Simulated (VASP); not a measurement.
# Sb (Im-3m) in VASP: notebook

The runs below take Sb through single point, with PBEsol, HSE06, PBE, PBE+D4.

All numbers are computed with VASP 6.6.1; they aren't measurements. Logs are shortened: lines on timing, memory, paths and dates and some standing lists are left out, and cuts for length are marked.

### 1 The cell of the first run

It takes space group Im-3m (No. 229, cubic). Conventional cell: a = 3.743 Å, b = 3.743 Å, c = 3.743 Å, α = 90.00°, β = 90.00°, γ = 90.00°. Within 4.3 Å of Sb (site symmetry m-3m) lie 14 Sb at 3.24 to 3.74 Å.

### 2 Single point, PBEsol, non-collinear spin, zero start, spin-orbit coupling

INCAR reads:

```
  PREC = Accurate
  ENCUT = 520
  EDIFF = 1E-6
  ISMEAR = -1
  SIGMA = 0.05
  LREAL = F
  LASPH = T
  NELM = 150
  ALGO = Normal
  ISIF = 2
  LWAVE = F
  LCHARG = F
  MAGMOM = 0 0 0
  LORBIT = 11
  LSORBIT = T
  GGA_COMPAT = F
  LORBMOM = T
  GGA = PS
  NBANDS = 16
```

KPOINTS reads:

```
regular mesh
0
Gamma
  10 10 10
```

POSCAR reads:

```
Sb
1.0
   -1.8713408863      1.8713408863      1.8713408863
    1.8713408863     -1.8713408863      1.8713408863
    1.8713408863      1.8713408863     -1.8713408863
Sb
1
Direct
    0.0000000000      0.0000000000      0.0000000000
```

Potentials or basis: VASP PAW PBE potentials, release 64 (Sb).

Run with:

```
$ cat potpaw_PBE.64/Sb/POTCAR > POTCAR
$ mpirun -np 1 vasp_ncl > vasp.out
```

OUTCAR:

```text
PREC = Accurate
   ENCUT = 520
   EDIFF = 1E-6
   ISMEAR = -1
   LREAL = F
   LASPH = T
   NELM = 150
   ISIF = 2
   LORBIT = 11
   LSORBIT = T
   GGA = PS

 ion  position               nearest neighbor table
   1  0.000  0.000  0.000-

  LATTYP: Found a body centered cubic cell.
 ALAT       =     3.7426817726

  Lattice vectors:

 A1 = (  -1.8713408863,   1.8713408863,   1.8713408863)
 A2 = (   1.8713408863,  -1.8713408863,   1.8713408863)
 A3 = (   1.8713408863,   1.8713408863,  -1.8713408863)

Analysis of symmetry for initial positions (statically):
=====================================================================
 Subroutine PRICEL returns:
 Original cell was already a primitive cell.

 Routine SETGRP: Setting up the symmetry group for a
 body centered cubic supercell.

 Subroutine GETGRP returns: Found 48 space group operations
 (whereof 48 operations were pure point group operations)
 out of a pool of 48 trial point group operations.

The static configuration has the point symmetry O_h .

Analysis of symmetry for dynamics (positions and initial velocities):
=====================================================================
 Subroutine PRICEL returns:
 Original cell was already a primitive cell.

 Routine SETGRP: Setting up the symmetry group for a
 body centered cubic supercell.

 Subroutine GETGRP returns: Found 48 space group operations
 (whereof 48 operations were pure point group operations)
 out of a pool of 48 trial point group operations.

The dynamic configuration has the point symmetry O_h .

Analysis of structural, dynamic, and magnetic symmetry:
=====================================================================
 Subroutine PRICEL returns:
 Original cell was already a primitive cell.

 Routine SETGRP: Setting up the symmetry group for a
 body centered cubic supercell.

 Subroutine GETGRP returns: Found 48 space group operations
 (whereof 48 operations were pure point group operations)
 out of a pool of 48 trial point group operations.

The overall configuration has the point symmetry O_h .

 Subroutine INISYM returns: Found 48 space group operations
 (whereof 48 operations are pure point group operations),
 and found     1 'primitive' translations

----------------------------------------------------------------------------------------

                                     Primitive cell

  volume of cell :      26.2131
[... 141 lines left out ...]
 fundamental gap:      0.0432427848
 Fermi energy:         8.6488174376

 k-point     1 :       0.0000    0.0000    0.0000
  band No.  band energies     occupation
      1      -4.4038      1.00000
      2      -4.4038      1.00000
      3      13.5043      0.00000
      4      13.5043      0.00000
      5      14.7777      0.00000
      6      14.7777      0.00000
[... 433 lines left out ...]
      3       6.9850      1.00000
      4       6.9850      1.00000
      5      10.6428      0.00000
      6      10.6428      0.00000
[... 8 lines left out ...]
     15      23.7038      0.00000
     16      23.7041      0.00000

 [... further k-points ...]
[... 5 lines left out ...]
  --------------------------------------------------------------------------------------
  -------------------------------------------------------------------------------------
  Total        0.0027685      0.0027685      0.0027685      0.0000000     -0.0000000      0.0000000
  in kB        0.1692159      0.1692159      0.1692159      0.0000000     -0.0000000      0.0000000
  external PRESSURE =       0.1692159 kB  Pullay stress =       0.0000000 kB

 VOLUME and BASIS-vectors are now :
 -----------------------------------------------------------------------------
  energy-cutoff  :      520.00
  volume of cell :       26.21
      direct lattice vectors                 reciprocal lattice vectors
    -1.871340886  1.871340886  1.871340886     0.000000000  0.267188092  0.267188092
     1.871340886 -1.871340886  1.871340886     0.267188092  0.000000000  0.267188092
     1.871340886  1.871340886 -1.871340886     0.267188092  0.267188092  0.000000000

 POSITION                                       TOTAL-FORCE (eV/Angst)
 -----------------------------------------------------------------------------------
      0.00000      0.00000      0.00000         0.000000     -0.000000     -0.000000
 -----------------------------------------------------------------------------------
    total drift:                                0.000000     -0.000000      0.000000

  FREE ENERGIE OF THE ION-ELECTRON SYSTEM (eV)
  ---------------------------------------------------
  free  energy   TOTEN  =        -4.4439714105 eV

  energy  without entropy=       -4.4344373165  energy(sigma->0) =       -4.43920436

 orbital moment (x)

 # of ion     p       d       tot
 ----------------------------------------
  1         0.000  -0.000  -0.000
 ----------------------------------------
            0.000  -0.000  -0.000

 orbital moment (y)

 # of ion     p       d       tot
 ----------------------------------------
  1         0.000  -0.000  -0.000
 ----------------------------------------
            0.000  -0.000  -0.000

 orbital moment (z)

 # of ion     p       d       tot
 ----------------------------------------
  1         0.000  -0.000  -0.000
 ----------------------------------------
            0.000  -0.000  -0.000

 Spin-Orbit-Coupling matrix elements

 Ion:    1  E_soc:     -0.1413505
 l=   1
     0.0000000    -0.0233329    -0.0233329
    -0.0233329     0.0000000    -0.0233329
    -0.0233329    -0.0233329     0.0000000
 l=   2
     0.0000000    -0.0000528     0.0000000    -0.0000528    -0.0001727
    -0.0000528     0.0000000    -0.0001295    -0.0000528    -0.0000432
     0.0000000    -0.0001295     0.0000000    -0.0001295     0.0000000
    -0.0000528    -0.0000528    -0.0001295     0.0000000    -0.0000432
    -0.0001727    -0.0000432     0.0000000    -0.0000432     0.0000000
 l=   3
     0.0000000     0.0000000     0.0000000     0.0000000     0.0000000     0.0000000     0.0000000
     0.0000000     0.0000000     0.0000000     0.0000000     0.0000000     0.0000000     0.0000000
     0.0000000     0.0000000     0.0000000     0.0000000     0.0000000     0.0000000     0.0000000
     0.0000000     0.0000000     0.0000000     0.0000000     0.0000000     0.0000000     0.0000000
     0.0000000     0.0000000     0.0000000     0.0000000     0.0000000     0.0000000     0.0000000
     0.0000000     0.0000000     0.0000000     0.0000000     0.0000000     0.0000000     0.0000000
     0.0000000     0.0000000     0.0000000     0.0000000     0.0000000     0.0000000     0.0000000

 total charge

# of ion       s       p       d       tot
------------------------------------------
    1        1.247   1.064   0.040   2.352

 magnetization (x)

# of ion       s       p       d       tot
------------------------------------------
    1       -0.000   0.000  -0.000  -0.000

 magnetization (y)

# of ion       s       p       d       tot
------------------------------------------
    1        0.000  -0.000  -0.000   0.000

 magnetization (z)

# of ion       s       p       d       tot
------------------------------------------
    1       -0.000  -0.000   0.000  -0.000
```

OSZICAR:

```text
N       E                     dE             d eps       ncg     rms          rms(c)
DAV:   1     0.117331416762E+02    0.11733E+02   -0.16583E+03  1504   0.479E+02
DAV:   2    -0.382038673102E+01   -0.15554E+02   -0.14753E+02  2024   0.910E+01
DAV:   3    -0.444429839975E+01   -0.62391E+00   -0.61605E+00  1944   0.162E+01
DAV:   4    -0.444844232491E+01   -0.41439E-02   -0.41431E-02  1808   0.164E+00
DAV:   5    -0.444848254270E+01   -0.40218E-04   -0.40217E-04  1952   0.171E-01    0.209E+00
DAV:   6    -0.444559350129E+01    0.28890E-02   -0.10320E-03  1760   0.177E-01    0.122E+00
DAV:   7    -0.444427023468E+01    0.13233E-02   -0.73961E-04  1880   0.150E-01    0.717E-01
DAV:   8    -0.444397193452E+01    0.29830E-03   -0.39665E-04  1728   0.111E-01    0.293E-02
DAV:   9    -0.444397141888E+01    0.51564E-06   -0.11521E-05  1832   0.252E-02    0.254E-03
DAV:  10    -0.444397141052E+01    0.83616E-08   -0.85750E-08  1448   0.271E-03
   1 F= -.44439714E+01 E0= -.44392044E+01  d E =-.953409E-02  mag=    -0.0000    -0.0000     0.0000
```

stdout:

```text
POSCAR found type information on POSCAR Sb
 POSCAR found :  1 types and       1 ions
 scaLAPACK will be used
 -----------------------------------------------------------------------------
|                                                                             |
|                                                                             |
|     You enforced a specific xc type in the INCAR file but a different       |
|     I HOPE YOU KNOW WHAT YOU ARE DOING!                                     |
|                                                                             |
 -----------------------------------------------------------------------------

 LDA part: xc-table for (Slater+PW92), standard interpolation
 POSCAR, INCAR and KPOINTS ok, starting setup
 FFT: planning ... GRIDC
 FFT: planning ... GRID_SOFT
 FFT: planning ... GRID
 WAVECAR not read
 entering main loop
```

Run time: 24 s. Hardware: 1 thread of Intel Xeon 6975P-C, shared host; peak memory 0.2 GiB.

What came out:

| Quantity | Value |
| --- | --- |
| Free energy | -4.4440 eV |
| Pressure | 0.0 GPa |
| Net moment | 0.00 μB per cell |
| Valence electrons inside the program's atomic spheres | Sb 2.35 |

Moments on the atoms (μB; x, y, z):
```
Sb  0.00 0.00 0.00
```

Caveat: the PAW data sets were made with another functional, which shifts forces and pressure a little.

### 3 Single point, HSE06

POSCAR is that of step 2.

INCAR.step1 reads:

```
SYSTEM = Sb
  PREC = Accurate
  ENCUT = 520
  EDIFF = 1E-5
  ISMEAR = -1
  SIGMA = 0.05
  LREAL = .FALSE.
  LASPH = .TRUE.
  NELM = 100
  ALGO = Normal
  ISIF = 2
  LWAVE = .TRUE.
  NBANDS = 8
  GGA = PE
```

INCAR.step2 reads:

```
SYSTEM = Sb
  PREC = Accurate
  ENCUT = 520
  EDIFF = 1E-7
  ISMEAR = -1
  SIGMA = 0.05
  LREAL = .FALSE.
  LASPH = .TRUE.
  NELM = 100
  ALGO = Normal
  ISIF = 2
  LWAVE = .FALSE.
  LCHARG = .TRUE.
  GGA = PE
  LHFCALC = .TRUE.
  HFSCREEN = 0.2079
  PRECFOCK = Normal
  LELF = .TRUE.
  LVHAR = .TRUE.
  NBANDS = 8
  ISTART = 1
```

KPOINTS reads:

```
Automatic mesh
0
G
  8 8 8
  0 0 0
```

Potentials or basis: VASP PAW PBE potentials, release 64 (Sb).

Run with:

```
$ cat potpaw_PBE.64/Sb/POTCAR > POTCAR
$ cp INCAR.step1 INCAR
$ mpirun -np 1 vasp_std > vasp.out
$ cp INCAR.step2 INCAR
$ mpirun -np 1 vasp_std > vasp.out
```

It took 19 min on 1 thread of Intel Xeon Platinum 8488C (Sapphire Rapids), shared host; peak memory 0.26 GiB.

It converged, with:

```yaml
Free_energy: -4.7424 eV
Pressure: -1.5 GPa
```

Levels at points of the mesh, in eV from the Fermi level:
```
           k point  band 1  band 2  band 3  band 4  band 5  band 6  band 7  band 8
(0.00, 0.00, 0.00)  -14.48    6.50    6.50    6.50   11.38   11.38   11.38   12.88
(0.50, 0.00, 0.00)   -9.76   -6.48    2.08    4.47    7.15    7.53   15.13   16.13
(0.50, 0.50, 0.50)   -5.83   -2.34   -2.34   -2.34    3.32    3.32   18.50   18.50
```

Caveat: the PAW data sets were made with another functional, which shifts forces and pressure a little; spin-orbit coupling is left out, which moves the levels of the heavy elements.

### 4 Single point, PBE

INCAR reads:

```
SYSTEM = Sb
ALGO     = Normal         ! electronic algorithm
EDIFF    = 1E-7           ! SCF threshold, eV
ENCUT    = 520            ! plane-wave cutoff, eV
GGA      = PE             ! functional
ISIF     = 2              ! what is computed and relaxed
ISMEAR   = 0              ! smearing method
LASPH    = .True.         ! aspherical terms in the spheres
LCHARG   = .False.        ! write CHGCAR
LREAL    = .False.        ! projectors in reciprocal space
LWAVE    = .False.        ! write WAVECAR
NBANDS   = 8              ! bands
NELM     = 100            ! most SCF steps
PREC     = Accurate       ! precision mode
SIGMA    = 0.027000000000000003 ! smearing width, eV
```

KPOINTS reads:

```
k-points
0
Gamma
  10 10 10
  0 0 0
```

POSCAR is that of step 3.

Run with:

```
$ cat potpaw_PBE.64/Sb/POTCAR > POTCAR
$ mpirun -np 1 vasp_std > vasp.out
```

Run time: 7.2 s. Hardware: 1 thread of Intel Xeon 8259CL, shared host; peak memory 0.14 GiB.

The run converged. Its results:

```
Free energy : -3.8852 eV
Pressure    : 3.0 GPa
```

Levels at points of the mesh, in eV from the Fermi level:
```
           k point  band 1  band 2  band 3  band 4  band 5  band 6  band 7
(0.00, 0.00, 0.00)  -13.04    5.72    5.72    5.72   10.67   10.67   10.67
(0.50, 0.00, 0.00)   -8.83   -5.74    1.77    3.85    6.53    6.97   13.94
(0.50, 0.50, 0.50)   -5.44   -2.04   -2.04   -2.04    2.93    2.93   17.72
```

Caveat: spin-orbit coupling is left out, which moves the levels of the heavy elements.

### 5 Single point, PBE

INCAR reads:

```
ALGO = Normal ; EDIFF = 1E-6
ENCUT = 520 ; GGA = PE
ISIF = 2 ; ISMEAR = 0
LASPH = True ; LCHARG = False
LREAL = False ; LWAVE = False
NBANDS = 8 ; NELM = 80
PREC = Accurate ; SIGMA = 0.028000000000000004
```

KPOINTS reads:

```
k-points
0
Gamma
  10 10 10
```

POSCAR is that of step 4.

Run with:

```
$ cat potpaw_PBE.64/Sb/POTCAR > POTCAR
$ mpirun -np 1 vasp_std > vasp.out
```

Run time: 5.9 s. Hardware: 1 thread of Intel Xeon 8259CL, shared host; peak memory 0.14 GiB.

The run converged. Its results:

```
Free energy : -3.8852 eV
Pressure    : 3.0 GPa
```

Levels at points of the mesh, in eV from the Fermi level:
| k point | band 1 | band 2 | band 3 | band 4 | band 5 | band 6 |
| --- | --- | --- | --- | --- | --- | --- |
| (0.00, 0.00, 0.00) | -13.04 | 5.72 | 5.72 | 5.72 | 10.67 | 10.67 |
| (0.50, 0.00, 0.00) | -8.83 | -5.74 | 1.77 | 3.85 | 6.53 | 6.97 |
| (0.50, 0.50, 0.50) | -5.44 | -2.04 | -2.04 | -2.04 | 2.93 | 2.93 |

Caveat: spin-orbit coupling is left out, which moves the levels of the heavy elements.

(Continued in part 2 of 2.)
